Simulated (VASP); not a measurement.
Write the native input for VASP 6.6.1 that does the following.

```
Task                   : single point
Functional             : PBE
Potentials or basis    : VASP PAW PBE potentials, release 64 (Zr_sv, Hf_pv, S)
Cutoff                 : 520 eV
k mesh                 : 4 × 4 × 4
Occupations            : gaussian, width 0.1 eV
Spin                   : no spin polarisation
Dipole correction      : no
Further INCAR settings : ALGO = Normal; EDIFF = 1e-06; NBANDS = 59
```

The structure of HfZr3S8 lies in POSCAR:

```
HfZr3S8
1.0
    6.5347191983     -3.6771246668     -0.0000503235
    6.5347191983      3.6771246668     -0.0000503235
   -0.0000532606      0.0000000000      6.3664202745
Zr Hf S
3 1 8
Direct
    0.7503227935      0.2496772065      0.0000000000
    0.2496772065      0.7503227935      0.0000000000
    0.5000000000      0.5000000000      0.5000000000
    0.0000000000      0.0000000000      0.5000000000
    0.3890564707      0.3890564707      0.1663054777
    0.6409952910      0.1375267442      0.6655087758
    0.8892334972      0.8892334972      0.1692005148
    0.1375267442      0.6409952910      0.6655087758
    0.1107665028      0.1107665028      0.8307994852
    0.3590047090      0.8624732558      0.3344912242
    0.6109435293      0.6109435293      0.8336945223
    0.8624732558      0.3590047090      0.3344912242
```

One way to write it, as run:

INCAR

```
SYSTEM = HfZr3S8
PREC = Accurate
ENCUT = 520
EDIFF = 1E-6
ISMEAR = 0
SIGMA = 0.1
LREAL = .FALSE.
LASPH = .TRUE.
NELM = 60
ALGO = Normal
ISIF = 2
LWAVE = .FALSE.
LCHARG = .FALSE.
GGA = PE
NBANDS = 59
```

KPOINTS

```
Automatic mesh
0
G
  4 4 4
  0 0 0
```

Potentials or basis: VASP PAW PBE potentials, release 64 (Zr_sv, Hf_pv, S).

Launch:

```sh
$ cat potpaw_PBE.64/Zr_sv/POTCAR potpaw_PBE.64/Hf_pv/POTCAR potpaw_PBE.64/S/POTCAR > POTCAR
$ mpirun -np 1 vasp_std > vasp.out
```

It gave:

- Pressure: -0.1 GPa
- Largest force: 0.043 eV/Å
- Band gap on the k mesh: 1.11 eV, indirect (least direct gap 1.17 eV)

Caveat: spin-orbit coupling is left out, which moves the levels of the heavy elements.

Run time: 13 min on 1 thread of AMD EPYC 7R43 64-Core Processor (Zen 3) (shared host), peak memory 0.7 GiB.
